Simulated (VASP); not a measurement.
Here is a VASP 6.6.1 calculation.

The input INCAR:

```
SYSTEM = ZnSe
  PREC = Accurate
  ENCUT = 520
  EDIFF = 1E-6
  ISMEAR = 0
  SIGMA = 0.05
  LREAL = .False.
  LASPH = .True.
  NELM = 60
  ALGO = Normal
  ISIF = 2
  LWAVE = .False.
  LCHARG = .True.
  GGA = PE
  LELF = .True.
  LVHAR = .True.
  NBANDS = 16
```

KPOINTS

```
regular mesh
0
Gamma
  10 10 10
  0 0 0
```

Contents of POSCAR:

```
ZnSe
1.0
    0.0000000000      2.6906488288      3.0354792744
    3.0354792744      0.0000000000      3.0354792744
    3.0354792744      2.6906488288      0.0000000000
Zn Se
1 1
Direct
    0.0000000000      0.0000000000      0.0000000000
    0.7500000000      0.7500000000      0.7500000000
```

Potentials or basis: VASP PAW PBE potentials, release 64 (Zn, Se).

Launch:

```sh
$ cat potpaw_PBE.64/Zn/POTCAR potpaw_PBE.64/Se/POTCAR > POTCAR
$ mpirun -np 1 vasp_std > vasp.out
```

(1) Estimate the pressure.

(2) What does it give for the band gap on the k mesh?

## Answers

(1) -2.6 GPa.

(2) 0.69 eV, direct.
